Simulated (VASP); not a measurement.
A run of VASP 6.6.1 is set up as follows.

INCAR

```
PREC = Accurate
ENCUT = 600
EDIFF = 1E-6
ISMEAR = 0
SIGMA = 0.05
LREAL = False
LASPH = True
NELM = 120
ALGO = Normal
ISIF = 2
LWAVE = False
LCHARG = False
GGA = PE
NELECT = 39.5
NBANDS = 31
GGA_COMPAT = False
```

Contents of KPOINTS:

```
regular mesh
0
Gamma
  6 6 4
```

Contents of POSCAR:

```
H2CClF
1.0
    5.0206000000      0.0000000000      0.0000000000
    0.0000000000      4.1477000000      0.0000000000
   -2.1143188253      0.0000000000      6.4288463713
H C Cl F
4 2 2 2
Direct
    0.2920000000      0.3911000000      0.1500000000
    0.7080000000      0.8911000000      0.8500000000
    0.5720000000      0.1060000000      0.2650000000
    0.4280000000      0.6060000000      0.7350000000
    0.3506000000      0.1398000000      0.1916000000
    0.6494000000      0.6398000000      0.8084000000
    0.1699000000      0.0061000000      0.3661000000
    0.8301000000      0.5061000000      0.6339000000
    0.2628000000      0.9575000000      0.0140000000
    0.7372000000      0.4575000000      0.9860000000
```

Potentials or basis: VASP PAW PBE potentials, release 64 (H, C, Cl, F).

Launch:

```bash
$ cat potpaw_PBE.64/H/POTCAR potpaw_PBE.64/C/POTCAR potpaw_PBE.64/Cl/POTCAR potpaw_PBE.64/F/POTCAR > POTCAR
$ mpirun -np 1 vasp_std > vasp.out
```

Question: Predict the largest force.

Answer: 1.123 eV/Å.

Forces on the atoms (eV/Å):
```
H   -0.027  0.177  0.133
H    0.027  0.177 -0.133
H    0.732 -0.099  0.462
H   -0.732 -0.099 -0.462
C   -1.099 -0.023 -0.229
C    1.099 -0.023  0.229
Cl   0.273  0.168 -0.049
Cl  -0.273  0.168  0.049
F    0.104 -0.224 -0.324
F   -0.104 -0.224  0.324
```

Caveat: the cell carries a net charge on a neutralising background, which shifts energy and pressure; forces of over 1 eV/Å act on the atoms, so gaps and moduli don't describe the material at rest.
